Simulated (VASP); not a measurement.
**BeIr: relaxation of cell and atoms with PBE**

BeIr:

```xyz
2
Lattice="0.0000 2.0922 2.0922 2.0922 0.0000 2.0922 2.0922 2.0922 0.0000" Properties=species:S:1:pos:R:3 pbc="T T T"
Be    2.0922    2.0922    2.0922
Ir    0.0000    0.0000    0.0000
```

The cell was built from a structure type or drawn by symmetry, and may not be a known phase.

| Quantity | Value |
| --- | --- |
| Program | VASP 6.6.1 |
| Task | relaxation of cell and atoms |
| Functional | PBE |
| Potentials or basis | VASP PAW PBE potentials, release 64 (Be, Ir) |
| Cutoff | 600 eV |
| k mesh | 8 × 8 × 8 |
| Occupations | gaussian, width 0.1 eV |
| Spin | no spin polarisation |
| Dipole correction | no |
| Further INCAR settings | ALGO = Normal; EDIFF = 1e-07; IBRION = 2; EDIFFG = -0.04; NSW = 90; ISIF = 3 |

```yaml
Relaxed_volume: 11.91 Å³/atom
Relaxed_cell: a = 3.229 Å, b = 3.229 Å, c = 3.229 Å, α = 60.00°, β = 60.00°, γ = 60.00°
Space_group_after_relaxing_to_0.1_Å: Fm-3m (No. 225)
Energy_gained_by_relaxing: 625.1 meV/atom
Ionic_steps: 5
Pressure_after_relaxing: 0.0 GPa
Band_gap_on_the_k_mesh: zero (an odd number of electrons rules out a gap without spin polarisation)
```

Step by step:
```csv
step,energy change (eV),largest force (eV/Å),pressure (GPa),volume (Å³)
1,0.0000,0.0000,92.50,18.32
2,0.5570,0.0000,-31.65,36.21
3,-1.2390,0.0000,-5.15,24.49
4,-1.2490,0.0000,-1.68,24.02
5,-1.2501,0.0000,0.03,23.81
```

Final structure:
```cif
data_structure
_symmetry_space_group_name_H-M 'P 1'
_symmetry_Int_Tables_number 1
_cell_length_a 3.2292
_cell_length_b 3.2292
_cell_length_c 3.2292
_cell_angle_alpha 60.000
_cell_angle_beta 60.000
_cell_angle_gamma 60.000
_cell_volume 23.81
loop_
_atom_site_label
_atom_site_type_symbol
_atom_site_fract_x
_atom_site_fract_y
_atom_site_fract_z
_atom_site_occupancy
Be1 Be 0.50000 0.50000 0.50000 1
Ir1 Ir 0.00000 0.00000 0.00000 1
```

Levels at points of the mesh, in eV from the Fermi level:
```csv
k point,band 2,band 3,band 4,band 5,band 6,band 7,band 8,band 9
"(0.00, 0.00, 0.00)",-2.78,-2.78,-2.78,-1.92,-1.92,6.18,6.18,6.18
"(0.50, 0.00, 0.00)",-4.03,-4.03,-3.21,-0.55,-0.55,1.35,11.94,11.94
"(0.50, 0.50, 0.00)",-4.61,-2.55,-0.91,0.00,0.00,2.59,2.59,3.09
```

Wall time 24 s on 1 thread of Intel(R) Xeon(R) Platinum 8488C (Sapphire Rapids), on a shared host, peak memory 0.15 GiB.

Caveat: the volume moved by over 15 % at a fixed basis, so the end points are rough; spin-orbit coupling is left out, which moves the levels of the heavy elements.
